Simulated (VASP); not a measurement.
# GaN (Fm-3m) in VASP: further runs

GaN is run at these levels: LDA, PBEsol; tasks: single point.

Everything below comes from runs of VASP 6.6.1. Logs are shortened: lines on timing, memory, paths and dates and some standing lists are left out, and cuts for length are marked.

**1. The cell of the first run**

The structure is cubic, space group Fm-3m (No. 225). Conventional cell: a = 4.327 Å, b = 4.327 Å, c = 4.327 Å, α = 90.00°, β = 90.00°, γ = 90.00°. Within 2.9 Å of Ga (site symmetry m-3m) lie 6 N at 2.16 Å. Within 2.9 Å of N (site symmetry m-3m) lie 6 Ga at 2.16 Å.

**2. Single point, LDA (volume scaled by 1.04)**

The input, INCAR:

```
  PREC = Accurate
  ENCUT = 520
  EDIFF = 1E-6
  ISMEAR = -1
  SIGMA = 0.05
  LREAL = False
  LASPH = True
  NELM = 100
  ALGO = Normal
  ISIF = 2
  LWAVE = False
  LCHARG = True
  LELF = True
  LVHAR = True
  NBANDS = 16
```

The input, KPOINTS:

```
regular mesh
0
Gamma
  11 11 11
```

The input, POSCAR:

```
GaN
1.0
    0.0000000000      2.1633334196      2.1633334196
    2.1633334196      0.0000000000      2.1633334196
    2.1633334196      2.1633334196      0.0000000000
Ga N
1 1
Direct
    0.0000000000      0.0000000000      0.0000000000
    0.5000000000      0.5000000000      0.5000000000
```

Potentials or basis: VASP PAW LDA potentials, release 64 (Ga_d, N).

Command:

```console
$ cat potpaw_LDA.64/Ga_d/POTCAR potpaw_LDA.64/N/POTCAR > POTCAR
$ mpirun -np 1 vasp_std > vasp.out
```

OUTCAR:

```text
PREC = Accurate
   ENCUT = 520
   EDIFF = 1E-6
   ISMEAR = -1
   LREAL = False
   LASPH = True
   NELM = 100
   ISIF = 2

 ion  position               nearest neighbor table
   1  0.000  0.000  0.000-   2 2.16   2 2.16   2 2.16   2 2.16   2 2.16   2 2.16
   2  0.500  0.500  0.500-   1 2.16   1 2.16   1 2.16   1 2.16   1 2.16   1 2.16

  LATTYP: Found a face centered cubic cell.
 ALAT       =     4.3266668392

  Lattice vectors:

 A1 = (   0.0000000000,   2.1633334196,   2.1633334196)
 A2 = (   2.1633334196,   0.0000000000,   2.1633334196)
 A3 = (   2.1633334196,   2.1633334196,   0.0000000000)

Analysis of symmetry for initial positions (statically):
=====================================================================
 Subroutine PRICEL returns:
 Original cell was already a primitive cell.

 Routine SETGRP: Setting up the symmetry group for a
 face centered cubic supercell.

 Subroutine GETGRP returns: Found 48 space group operations
 (whereof 48 operations were pure point group operations)
 out of a pool of 48 trial point group operations.

The static configuration has the point symmetry O_h .

Analysis of symmetry for dynamics (positions and initial velocities):
=====================================================================
 Subroutine PRICEL returns:
 Original cell was already a primitive cell.

 Routine SETGRP: Setting up the symmetry group for a
 face centered cubic supercell.

 Subroutine GETGRP returns: Found 48 space group operations
 (whereof 48 operations were pure point group operations)
 out of a pool of 48 trial point group operations.

The dynamic configuration has the point symmetry O_h .

 Subroutine INISYM returns: Found 48 space group operations
 (whereof 48 operations are pure point group operations),
 and found     1 'primitive' translations

----------------------------------------------------------------------------------------

                                     Primitive cell

  volume of cell :      20.2489

  direct lattice vectors                    reciprocal lattice vectors
     0.000000000  2.163333420  2.163333420    -0.231124798  0.231124798  0.231124798
     2.163333420  0.000000000  2.163333420     0.231124798 -0.231124798  0.231124798
     2.163333420  2.163333420  0.000000000     0.231124798  0.231124798 -0.231124798

  length of vectors
     3.059415462  3.059415462  3.059415462     0.400319893  0.400319893  0.400319893

  position of ions in fractional coordinates (direct lattice)
     0.000000000  0.000000000  0.000000000
     0.500000000  0.500000000  0.500000000

  ion indices of the primitive-cell ions
   primitive index   ion index
                 1           1
                 2           2

----------------------------------------------------------------------------------------

 KPOINTS: regular mesh

Automatic generation of k-mesh.
 Grid dimensions read from file:
 generate k-points for:   11   11   11

 Generating k-lattice:

  Cartesian coordinates                     Fractional coordinates (reciprocal lattice)
    -0.021011345  0.021011345  0.021011345     0.090909091  0.000000000  0.000000000
     0.021011345 -0.021011345  0.021011345     0.000000000  0.090909091  0.000000000
     0.021011345  0.021011345 -0.021011345     0.000000000  0.000000000  0.090909091

  Length of vectors
     0.036392718  0.036392718  0.036392718

  Shift w.r.t. Gamma in fractional coordinates (k-lattice)
     0.000000000  0.000000000  0.000000000

 Subroutine IBZKPT returns following result:
 ===========================================

 Found     56 irreducible k-points:

 Following reciprocal coordinates:
            Coordinates               Weight
  0.000000  0.000000  0.000000      1.000000
  0.090909  0.000000  0.000000      8.000000
  0.181818  0.000000  0.000000      8.000000
  0.272727  0.000000  0.000000      8.000000
  0.363636  0.000000  0.000000      8.000000
  0.454545  0.000000  0.000000      8.000000
[... 16 lines left out ...]
 -0.272727  0.181818  0.000000     24.000000
 -0.181818  0.181818  0.000000     12.000000
 [... further k-points ...]
   k-points           NKPTS =     56   k-points in BZ     NKDIM =     56   number of bands    NBANDS=     16
   number of dos      NEDOS =    301   number of ions     NIONS =      2
   total plane-waves  NPLWV =  13824
   dimension x,y,z NGX =    24 NGY =   24 NGZ =   24
   dimension x,y,z NGXF=    48 NGYF=   48 NGZF=   48
   ions per type =               1   1
   NGX,Y,Z   is equivalent  to a cutoff of  13.04, 13.04, 13.04 a.u.
   NGXF,Y,Z  is equivalent  to a cutoff of  26.08, 26.08, 26.08 a.u.
 SYSTEM =  unknown system
   PREC   = accura    normal or accurate (medium, high low for compatibility)
   ISTART =      0    job   : 0-new  1-cont  2-samecut
   ICHARG =      2    charge: 1-file 2-atom 10-const
   ISPIN  =      1    spin polarized calculation?
   LNONCOLLINEAR =      F non collinear calculations
   LSORBIT =      F    spin-orbit coupling
   LASPH  =      T    aspherical Exc in radial PAW
   ENCUT  =  520.0 eV  38.22 Ry    6.18 a.u.   5.69  5.69  5.69*2*pi/ulx,y,z
   NELM   =    100;   NELMIN=  2; NELMDL= -5     # of ELM steps
   EDIFF  = 0.1E-05   stopping-criterion for ELM
   LREAL  =      F    real-space projection
   EDIFFG = 0.1E-04   stopping-criterion for IOM
   NSW    =      0    number of steps for IOM
   IBRION =     -1    ionic relax: 0-MD 1-quasi-New 2-CG
   NFREE  =      0    steps in history (QN), initial steepest desc. (CG)
   ISIF   =      2    stress and relaxation
   ISYM   =      2    0-nonsym 1-usesym 2-fastsym
   POTIM  = 0.5000    time-step for ionic-motion
   TEBEG  =    0.0;   TEEND  =   0.0 temperature during run
   PSTRESS=    0.0 pullay stress
   NELECT =      18.0000    total number of electrons
   NUPDOWN=      -1.0000    fix difference up-down
   EMIN   =  10.00;   EMAX   =-10.00  energy-range for DOS
   EFERMI =   0.00;   METHOD = LEGACY
   ISMEAR =    -1;   SIGMA  =   0.05  broadening in eV -4-tet -1-fermi 0-gaus
   EFERMI_NEDOS =   21; number of points for ismear=-14 and -15
   IALGO  =     38    algorithm
   IMIX   =      4    mixing-type and parameters
     AMIX     =   0.40;   BMIX     =  1.00
     AMIX_MAG =   1.60;   BMIX_MAG =  1.00
  volume/ion in A,a.u.               =      10.12        68.32
  Fermi-wavevector in a.u.,A,eV,Ry     =   1.574100  2.974617 33.712373  2.477790
  Thomas-Fermi vector in A             =   2.675285
   LORBIT       =      0    0 simple, 1 ext, 2 COOP (PROOUT), +10 PAW based schemes
   GGA     = CA    functional components
   LHFCALC =     F    Hartree Fock is set to
   AEXX    =    0.0000 exact exchange contribution
   IVDW    =     0    specifies the selected vdW correction
   LEPSILON=     F    determine dielectric tensor
   LRPA    =     F    only Hartree local field effects (RPA)
 non-spin polarized calculation
  energy-cutoff  :      520.00
  volume of cell :       20.25
 maximum number of plane-waves:       556
   NGX = 11   NGY = 11   NGZ = 11

 number of electron      17.9999990 magnetization

 Free energy of the ion-electron system (eV)
  ---------------------------------------------------
  ext. energy  EPLUGINS =         0.00000000
  ---------------------------------------------------
  free energy    TOTEN  =       -12.96139064 eV

  energy without entropy =      -12.96030737  energy(sigma->0) =      -12.96084900

 E-fermi :   6.9389     XC(G=0): -13.0819

 val. band max:        6.8214975536   @ k =  -0.1818   0.1818   0.0000
 cond. band min:       6.9598052975   @ k =   0.4545   0.4545   0.0000
 fundamental gap:      0.1383077438
 Fermi energy:         6.9388617964

 k-point     1 :       0.0000    0.0000    0.0000
  band No.  band energies     occupation
      1      -9.7016      2.00000
      2      -7.2988      2.00000
      3      -7.2988      2.00000
      4      -7.2988      2.00000
      5      -7.2181      2.00000
      6      -7.2181      2.00000
[... 8 lines left out ...]
     15      21.3749      0.00000
     16      21.3749      0.00000

 k-point     2 :       0.0909    0.0000    0.0000
  band No.  band energies     occupation
      1      -9.5494      2.00000
      2      -7.3032      2.00000
      3      -7.2914      2.00000
      4      -7.2914      2.00000
      5      -7.2265      2.00000
      6      -7.2265      2.00000
[... 8 lines left out ...]
     15      21.9408      0.00000
     16      21.9408      0.00000

 k-point     3 :       0.1818    0.0000    0.0000
  band No.  band energies     occupation
      1      -9.1066      2.00000
      2      -7.3136      2.00000
      3      -7.2990      2.00000
      4      -7.2990      2.00000
      5      -7.2216      2.00000
      6      -7.2216      2.00000
[... 8 lines left out ...]
     15      22.9152      0.00000
     16      22.9152      0.00000

 k-point     4 :       0.2727    0.0000    0.0000
  band No.  band energies     occupation
      1      -8.4257      2.00000
      2      -7.3421      2.00000
      3      -7.3421      2.00000
      4      -7.3188      2.00000
      5      -7.1813      2.00000
      6      -7.1813      2.00000
[... 8 lines left out ...]
     15      24.3822      0.00000
     16      24.3822      0.00000

 k-point     5 :       0.3636    0.0000    0.0000
  band No.  band energies     occupation
      1      -7.6856      2.00000
      2      -7.3869      2.00000
      3      -7.3869      2.00000
      4      -7.2534      2.00000
      5      -7.1384      2.00000
      6      -7.1384      2.00000
[... 8 lines left out ...]
     15      26.2785      0.00000
     16      26.2785      0.00000

 k-point     6 :       0.4545    0.0000    0.0000
  band No.  band energies     occupation
      1      -7.4494      2.00000
      2      -7.4139      2.00000
      3      -7.4139      2.00000
      4      -7.1122      2.00000
      5      -7.1122      2.00000
      6      -6.8461      2.00000
[... 8 lines left out ...]
     15      28.3088      0.00000
     16      28.3088      0.00000
[... 267 lines left out ...]
 k-point    21 :      -0.4545    0.1818    0.0000
  band No.  band energies     occupation
      1      -7.9494      2.00000
      2      -7.3757      2.00000
      3      -7.3484      2.00000
      4      -7.2244      2.00000
      5      -7.1060      2.00000
      6      -5.7271      2.00000
[... 8 lines left out ...]
     15      26.7390      0.00000
     16      28.3402      0.00000

 k-point    22 :      -0.3636    0.1818    0.0000
  band No.  band energies     occupation
      1      -7.9040      2.00000
      2      -7.3707      2.00000
      3      -7.3643      2.00000
      4      -7.2427      2.00000
      5      -7.1370      2.00000
      6      -5.9977      2.00000
[... 8 lines left out ...]
     15      26.1045      0.00000
     16      26.4054      0.00000

 k-point    23 :      -0.2727    0.1818    0.0000
  band No.  band energies     occupation
      1      -7.9921      2.00000
      2      -7.3583      2.00000
      3      -7.3544      2.00000
      4      -7.2897      2.00000
      5      -7.1818      2.00000
      6      -6.5918      2.00000
[... 8 lines left out ...]
     15      24.7419      0.00000
     16      26.9837      0.00000

 k-point    24 :      -0.1818    0.1818    0.0000
  band No.  band energies     occupation
      1      -8.3433      2.00000
      2      -7.3356      2.00000
      3      -7.3334      2.00000
      4      -7.3244      2.00000
      5      -7.2230      2.00000
      6      -6.9820      2.00000
[... 8 lines left out ...]
     15      24.0296      0.00000
     16      26.3534      0.00000

 [... further k-points ...]
[... 5 lines left out ...]
  --------------------------------------------------------------------------------------
  -------------------------------------------------------------------------------------
  Total       -2.4075437     -2.4075437     -2.4075437      0.0000000     -0.0000000     -0.0000000
  in kB     -190.4953547   -190.4953547   -190.4953547      0.0000000     -0.0000000     -0.0000000
  external PRESSURE =    -190.4953547 kB  Pullay stress =       0.0000000 kB

 VOLUME and BASIS-vectors are now :
 -----------------------------------------------------------------------------
  energy-cutoff  :      520.00
  volume of cell :       20.25
      direct lattice vectors                 reciprocal lattice vectors
     0.000000000  2.163333420  2.163333420    -0.231124798  0.231124798  0.231124798
     2.163333420  0.000000000  2.163333420     0.231124798 -0.231124798  0.231124798
     2.163333420  2.163333420  0.000000000     0.231124798  0.231124798 -0.231124798

 POSITION                                       TOTAL-FORCE (eV/Angst)
 -----------------------------------------------------------------------------------
      0.00000      0.00000      0.00000         0.000000      0.000000      0.000000
      2.16333      2.16333      2.16333        -0.000000     -0.000000     -0.000000
 -----------------------------------------------------------------------------------
    total drift:                                0.000000     -0.000000     -0.000000

  FREE ENERGIE OF THE ION-ELECTRON SYSTEM (eV)
  ---------------------------------------------------
  free  energy   TOTEN  =       -12.9613906390 eV

  energy  without entropy=      -12.9603073666  energy(sigma->0) =      -12.96084900
```

It took 24 s on 1 thread of AMD EPYC 7R43 (Zen 3), shared host; peak memory 0.1 GiB.

Results:

| Property | Result |
| --- | --- |
| Free energy | -12.9614 eV |
| Pressure | -19.0 GPa |
| Band gap on the k mesh | 0.14 eV, indirect (least direct gap 1.98 eV) |

[end of part 1 of 2]
